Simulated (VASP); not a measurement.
Write the native input for VASP 6.6.1 that does the following.

```yaml
Task: single point
Functional: PBEsol
Potentials_or_basis: VASP PAW PBE potentials, release 64 (Ti_sv)
Cutoff: 520 eV
k_mesh: 7 × 7 × 9
Occupations: fermi-dirac, width 0.05 eV
Spin: no spin polarisation
Dipole_correction: no
Further_INCAR_settings: ALGO = Normal; EDIFF = 1e-07; NBANDS = 25
```

The structure of Ti lies in POSCAR:

```
Ti
1.0
    4.4020688478      0.0000000000      0.0000000000
   -2.2010344239      3.8123034514      0.0000000000
    0.0000000000      0.0000000000      2.7358847822
Ti
3
Direct
    0.6666666667      0.3333333333      0.5000000000
    0.3333333333      0.6666666667      0.5000000000
    0.0000000000      0.0000000000      0.0000000000
```

This isn't the form of Ti at room conditions, which is hcp.

The input as run:

INCAR

```
SYSTEM = Ti
ALGO = Normal
EDIFF = 1E-7
ENCUT = 520
GGA = PS
ISIF = 2
ISMEAR = -1
LASPH = .TRUE.
LCHARG = .FALSE.
LREAL = .FALSE.
LWAVE = .FALSE.
NBANDS = 25
NELM = 80
PREC = Accurate
SIGMA = 0.05
```

KPOINTS

```
k-points
0
G
  7 7 9
  0 0 0
```

Potentials or basis: VASP PAW PBE potentials, release 64 (Ti_sv).

Launch:

```console
$ cat potpaw_PBE.64/Ti_sv/POTCAR > POTCAR
$ mpirun -np 1 vasp_std > vasp.out
```

It gave:

| Property | Result |
| --- | --- |
| Pressure | 9.6 GPa |
| Band gap on the k mesh | zero (bands 18 and 19 overlap by 0.37 eV) |

Caveat: the cell stands under pressure; the PAW data sets were made with another functional, which shifts forces and pressure a little.

It took 24 s on 1 thread of Intel(R) Xeon(R) 6975P-C (Granite Rapids), with other jobs on the host, peak memory 0.18 GiB.
